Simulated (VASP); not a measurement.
# KCl in VASP: a series of runs, part 2 of 2

VASP 6.6.1. The steps go on from the part before.

### Step 3. Electric field gradients, PBEsol (equal xy, yz and zx shear strains of -3 %)

The input, INCAR:

```
SYSTEM = KCl
PREC     = Accurate       ! precision mode
ENCUT    = 400            ! plane-wave cutoff, eV
EDIFF    = 1E-8           ! SCF threshold, eV
ISMEAR   = -1             ! smearing method
SIGMA    = 0.02           ! smearing width, eV
LREAL    = .False.        ! projectors in reciprocal space
LASPH    = .True.         ! aspherical terms in the spheres
NELM     = 120            ! most SCF steps
ALGO     = Normal         ! electronic algorithm
ISIF     = 2              ! what is computed and relaxed
LWAVE    = .False.        ! write WAVECAR
LCHARG   = .False.        ! write CHGCAR
GGA      = PS             ! functional
LEFG     = .True.       
NBANDS   = 15             ! bands
GGA_COMPAT= .False.
```

The input, KPOINTS:

```
regular mesh
0
Gamma
  7 7 7
  0 0 0
```

The input, POSCAR:

```
KCl
1.0
    3.6340000000     -0.0545100000     -0.0545100000
   -0.0545100000      3.6340000000     -0.0545100000
   -0.0545100000     -0.0545100000      3.6340000000
K Cl
1 1
Direct
    0.0000000000      0.0000000000      0.0000000000
    0.5000000000      0.5000000000      0.5000000000
```

Potentials or basis: VASP PAW PBE potentials, release 64 (K_sv, Cl).

On the command line:

```bash
cat potpaw_PBE.64/K_sv/POTCAR potpaw_PBE.64/Cl/POTCAR > POTCAR
mpirun -np 1 vasp_std > vasp.out
```

OUTCAR:

```text
SYSTEM = KCl
   PREC = Accurate
   ENCUT = 400
   EDIFF = 1E-8
   ISMEAR = -1
   LREAL = .False.
   LASPH = .True.
   NELM = 120
   ISIF = 2
   GGA = PS

 ion  position               nearest neighbor table
   1  0.000  0.000  0.000-   2 3.05   2 3.05   2 3.18   2 3.18   2 3.18   2 3.18   2 3.18   2 3.18

   2  0.500  0.500  0.500-   1 3.05   1 3.05   1 3.18   1 3.18   1 3.18   1 3.18   1 3.18   1 3.18

  LATTYP: Found a trigonal (rhomboedric) cell.
 ALAT       =     3.6348175580
 COS(alpha) =    -0.0297616073

[... 647 lines left out ...]
  ---------------------------------------------------
  free  energy   TOTEN  =        -6.8783943060 eV

  energy  without entropy=       -6.8783943060  energy(sigma->0) =       -6.87839431

 Electric field gradients (V/A^2)
---------------------------------------------------------------------
 ion       V_xx      V_yy      V_zz      V_xy      V_xz      V_yz
---------------------------------------------------------------------
   1       0.000     0.000     0.000    -3.859    -3.859    -3.859
   2       0.000     0.000    -0.000    -1.553    -1.553    -1.553
---------------------------------------------------------------------

 Electric field gradients after diagonalization (V/A^2)
 (convention: |V_zz| > |V_xx| > |V_yy|)
----------------------------------------------------------------------
 ion       V_xx      V_yy      V_zz     asymmetry (V_yy - V_xx)/ V_zz
----------------------------------------------------------------------
   1       3.859     3.859    -7.718       0.000
   2       1.553     1.553    -3.106       0.000
----------------------------------------------------------------------

           NMR quadrupolar parameters

 Cq : quadrupolar parameter    Cq=e*Q*V_zz/h
 eta: asymmetry parameters     (V_yy - V_xx)/ V_zz
 Q  : nuclear electric quadrupole moment in mb (millibarn)
----------------------------------------------------------------------
 ion       Cq(MHz)       eta       Q (mb)
----------------------------------------------------------------------
   1      -0.019       0.000       1.000
   2      -0.008       0.000       1.000
----------------------------------------------------------------------
```

OSZICAR:

```text
N       E                     dE             d eps       ncg     rms          rms(c)
DAV:   1     0.865376526393E+02    0.86538E+02   -0.63548E+03  1320   0.807E+02
DAV:   2    -0.295897136636E+01   -0.89497E+02   -0.83435E+02  1794   0.226E+02
DAV:   3    -0.701185914521E+01   -0.40529E+01   -0.40331E+01  1748   0.425E+01
DAV:   4    -0.712303402925E+01   -0.11117E+00   -0.11116E+00  1985   0.701E+00
DAV:   5    -0.712439537994E+01   -0.13614E-02   -0.13613E-02  1827   0.691E-01    0.368E+00
DAV:   6    -0.690569573979E+01    0.21870E+00   -0.21571E-01  1635   0.331E+00    0.310E+00
DAV:   7    -0.687748617199E+01    0.28210E-01   -0.71061E-02  1775   0.197E+00    0.176E+00
DAV:   8    -0.687831322143E+01   -0.82705E-03   -0.15280E-02  1789   0.956E-01    0.235E-01
DAV:   9    -0.687825383684E+01    0.59385E-04   -0.52780E-04  1775   0.156E-01    0.917E-02
DAV:  10    -0.687839655489E+01   -0.14272E-03   -0.19235E-04  1504   0.111E-01    0.298E-02
DAV:  11    -0.687839339294E+01    0.31619E-05   -0.13104E-05  1866   0.278E-02    0.107E-02
DAV:  12    -0.687839445423E+01   -0.10613E-05   -0.76006E-07  1489   0.670E-03    0.227E-03
DAV:  13    -0.687839434919E+01    0.10505E-06   -0.57318E-08  1747   0.185E-03    0.444E-04
DAV:  14    -0.687839428926E+01    0.59931E-07   -0.42579E-09  1318   0.576E-04    0.743E-05
DAV:  15    -0.687839430315E+01   -0.13890E-07   -0.95448E-10  1115   0.219E-04    0.962E-05
DAV:  16    -0.687839430603E+01   -0.28838E-08   -0.29950E-10  1003   0.116E-04
   1 F= -.68783943E+01 E0= -.68783943E+01  d E =-.134807E-10
```

It took 29 s on 1 thread of Intel Xeon 8259CL, shared host; peak memory 0.14 GiB.

Results:

| Item | Value |
| --- | --- |
| Free energy | -6.8784 eV |
| Pressure | 2.5 GPa |
| Band gap on the k mesh | 5.39 eV (least direct gap 5.59 eV) |
| Largest electric field gradient by atom | K -7.7; Cl -3.1 V/Å² |

Stress tensor (GPa, compression positive):
```
2.53 0.52 0.52
0.52 2.53 0.52
0.52 0.52 2.53
```

Electric field gradients, principal values (V/Å²):
| atom | least | middle | greatest (by size) |
| --- | --- | --- | --- |
| 1 K | 3.859 | 3.859 | -7.718 |
| 2 Cl | 1.553 | 1.553 | -3.106 |

Caveat: the cell differs from its parent crystal (equal xy, yz and zx shear strains of -3 %); without QUAD_EFG the Cq values of the log hold for a quadrupole moment of 1 mb, not for the nuclei; the PAW data sets were made with another functional, which shifts forces and pressure a little. A k mesh can miss the band edges.

### Step 4. Electric field gradients, PBEsol (equal xy, yz and zx shear strains of -3 %)

The input, INCAR:

```
PREC = Accurate
ENCUT = 400
EDIFF = 1E-8
ISMEAR = -1
SIGMA = 0.02
LREAL = False
LASPH = True
NELM = 120
ALGO = Normal
ISIF = 2
LWAVE = False
LCHARG = False
GGA = PS
LEFG = True
NBANDS = 15
GGA_COMPAT = False
```

The input, KPOINTS:

```
Automatic mesh
0
Gamma
  7 7 7
```

POSCAR is that of step 3.

Potentials or basis: VASP PAW PBE potentials, release 64 (K_sv, Cl).

On the command line:

```bash
cat potpaw_PBE.64/K_sv/POTCAR potpaw_PBE.64/Cl/POTCAR > POTCAR
mpirun -np 1 vasp_std > vasp.out
```

OUTCAR:

```text
PREC = Accurate
   ENCUT = 400
   EDIFF = 1E-8
   ISMEAR = -1
   LREAL = False
   LASPH = True
   NELM = 120
   ISIF = 2
   GGA = PS

 ion  position               nearest neighbor table
   1  0.000  0.000  0.000-   2 3.05   2 3.05   2 3.18   2 3.18   2 3.18   2 3.18   2 3.18   2 3.18

   2  0.500  0.500  0.500-   1 3.05   1 3.05   1 3.18   1 3.18   1 3.18   1 3.18   1 3.18   1 3.18

  LATTYP: Found a trigonal (rhomboedric) cell.
 ALAT       =     3.6348175580
 COS(alpha) =    -0.0297616073

  Lattice vectors:

 A1 = (   3.6340000000,  -0.0545100000,  -0.0545100000)
 A2 = (  -0.0545100000,   3.6340000000,  -0.0545100000)
 A3 = (  -0.0545100000,  -0.0545100000,   3.6340000000)

Analysis of symmetry for initial positions (statically):
=====================================================================
 Subroutine PRICEL returns:
 Original cell was already a primitive cell.

 Routine SETGRP: Setting up the symmetry group for a
[... 623 lines left out ...]
     3.634000000 -0.054510000 -0.054510000     0.275304640  0.004192456  0.004192456
    -0.054510000  3.634000000 -0.054510000     0.004192456  0.275304640  0.004192456
    -0.054510000 -0.054510000  3.634000000     0.004192456  0.004192456  0.275304640

 POSITION                                       TOTAL-FORCE (eV/Angst)
 -----------------------------------------------------------------------------------
      0.00000      0.00000      0.00000         0.000000     -0.000000      0.000000
      1.76249      1.76249      1.76249        -0.000000      0.000000      0.000000
 -----------------------------------------------------------------------------------
    total drift:                                0.000000      0.000000     -0.000000

  FREE ENERGIE OF THE ION-ELECTRON SYSTEM (eV)
  ---------------------------------------------------
  free  energy   TOTEN  =        -6.8783943060 eV

  energy  without entropy=       -6.8783943060  energy(sigma->0) =       -6.87839431

 Electric field gradients (V/A^2)
---------------------------------------------------------------------
 ion       V_xx      V_yy      V_zz      V_xy      V_xz      V_yz
---------------------------------------------------------------------
   1       0.000     0.000     0.000    -3.859    -3.859    -3.859
   2       0.000     0.000    -0.000    -1.553    -1.553    -1.553
---------------------------------------------------------------------

 Electric field gradients after diagonalization (V/A^2)
 (convention: |V_zz| > |V_xx| > |V_yy|)
----------------------------------------------------------------------
 ion       V_xx      V_yy      V_zz     asymmetry (V_yy - V_xx)/ V_zz
----------------------------------------------------------------------
   1       3.859     3.859    -7.718       0.000
   2       1.553     1.553    -3.106       0.000
----------------------------------------------------------------------

           NMR quadrupolar parameters

 Cq : quadrupolar parameter    Cq=e*Q*V_zz/h
 eta: asymmetry parameters     (V_yy - V_xx)/ V_zz
 Q  : nuclear electric quadrupole moment in mb (millibarn)
----------------------------------------------------------------------
 ion       Cq(MHz)       eta       Q (mb)
----------------------------------------------------------------------
   1      -0.019       0.000       1.000
   2      -0.008       0.000       1.000
----------------------------------------------------------------------
```

Run time: 27 s. Hardware: 1 thread of Intel Xeon 8259CL, shared host; peak memory 0.14 GiB.

What came out:

```yaml
Free_energy: -6.8784 eV
Pressure: 2.5 GPa
Band_gap_on_the_k_mesh: 5.39 eV (least direct gap 5.59 eV)
Largest_electric_field_gradient_by_atom: K -7.7; Cl -3.1 V/Å²
```

Stress tensor (GPa, compression positive):
```
2.53 0.52 0.52
0.52 2.53 0.52
0.52 0.52 2.53
```

Electric field gradients, principal values (V/Å²):
```
atom  least  middle  greatest (by size)
 1 K  3.859   3.859              -7.718
2 Cl  1.553   1.553              -3.106
```

Caveat: the cell differs from its parent crystal (equal xy, yz and zx shear strains of -3 %); without QUAD_EFG the Cq values of the log hold for a quadrupole moment of 1 mb, not for the nuclei; the PAW data sets were made with another functional, which shifts forces and pressure a little. A k mesh can miss the band edges.
